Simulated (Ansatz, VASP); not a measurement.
One calculation of Sn2Te3Se, two programs

```xyz
6
Lattice="5.1882 0.0000 0.0000 -2.5941 4.4931 0.0000 0.0000 0.0000 8.1276" Properties=species:S:1:pos:R:3 pbc="T T T"
Sn    0.0000    2.9954    4.0638
Sn    2.5941    1.4977    4.0638
Te    0.0000    2.9954    0.0000
Te    2.5941    1.4977    0.0000
Te    0.0000    0.0000    4.0638
Se    0.0000    0.0000    0.0000
```

Alike in both runs: task single point; functional PBE; k mesh 6 × 6 × 2; occupations gaussian, width 0.1 eV; no spin polarisation.

```csv
,VASP,Ansatz
version,VASP 6.6.1,Ansatz 0.2.0
potentials or method,"VASP PAW PBE potentials, release 64 (Sn_d, Te, Se), cutoff 520 eV","scalar-relativistic, plane waves, PAW"
valence electrons in the cell,52,92
```

|  | VASP | Ansatz | Ansatz less VASP |
| --- | --- | --- | --- |
| gap on the k mesh at the Fermi level (eV) | none | none | - |
| pressure (GPa) | 5.4 | 5.4 | +0.04 |
| traceless stress, the component that is largest in VASP (GPa) | -9.14 | -9.16 | -0.022 |

A gap of «none» marks a metal or a gap that the smearing closes. VASP's potentials hold 52 valence electrons a cell and Ansatz's 92, so a difference there can come from the potentials and not from the codes.

The k mesh is coarse, so the values compare programs but aren't converged. Neither program's run includes spin-orbit coupling.
